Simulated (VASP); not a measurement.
FeO:

```
CELL_PARAMETERS angstrom
0.00000 2.15540 2.15540
4.31080 2.15540 2.15540
4.31080 4.31080 0.00000
ATOMIC_POSITIONS crystal
Fe 0.00000 0.00000 0.00000
Fe 0.00000 0.00000 0.50000
O 0.50000 0.50000 0.00000
O 0.50000 0.50000 0.50000
```

Base run:

```yaml
Program: VASP 6.6.1
Functional: PBE
Potentials_or_basis: VASP PAW PBE potentials, release 64 (Fe, O)
Cutoff: 600 eV
k_mesh: 8 × 8 × 8
Occupations: gaussian, width 0.05 eV
Spin: collinear spin, ferromagnetic start
Starting_moments: "[4.03, 4.03, 0.32, 0.32] μB"
Fixed_moment: 8.8 μB
Hubbard_terms: Fe d U = 8.0 eV
```

Its results: pressure 5.2 GPa; net moment 8.80 μB per cell; site moments Fe +4.22; O +0.21 μB.

Q: The run is repeated on the same cell with these changes: fixed moment from 8.8 μB to none; moments at the start from [4.03, 4.03, 0.32, 0.32] to [3.52, 3.52, 0.13, 0.13]. What comes out?

A: Pressure -3.2 GPa; net moment 8.03 μB per cell; site moments Fe +4.02; O +0.12 μB.

Caveats: the run started ferromagnetic, and an antiferromagnetic order may lie lower in energy; the cell stands under pressure (at least some runs); the total moment is fixed, so each spin has its own Fermi level and the state may be an excited one (at least some runs); the cell stands under tension (at least some runs).
